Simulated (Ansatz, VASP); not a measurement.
## CsI: VASP beside Ansatz

```
Cs I
1.0
     4.69846    0.00000    0.00000
     0.00000    4.69846    0.00000
     0.00000    0.00000    4.69846
Cs I
1 1
Direct
  0.00000 0.00000 0.00000
  0.50000 0.50000 0.50000
```

Alike in both runs: task single point; functional r2SCAN; k mesh 4 × 4 × 4; no spin polarisation.

```csv
,VASP,Ansatz
version,VASP 6.6.1,Ansatz 0.2.0
potentials or method,"VASP PAW PBE potentials, release 64 (Cs_sv, I)","plane waves, PAW"
plane-wave cutoff (eV),550,500
occupations,"gaussian, width 0.01 eV",fixed
valence electrons in the cell,16,26
```

Ansatz gave:

```
gap on the k mesh at the Fermi level (eV) : 4.32
pressure (GPa)                            : -0.6
```

Task: Estimate VASP's values.

Result: gap on the k mesh at the Fermi level (eV): 4.30; pressure (GPa): -0.6.

VASP's potentials were made for PBE, not for r2SCAN. VASP's potentials hold 16 valence electrons a cell and Ansatz's 26, so a difference there can come from the potentials and not from the codes.

Neither program's run includes spin-orbit coupling.
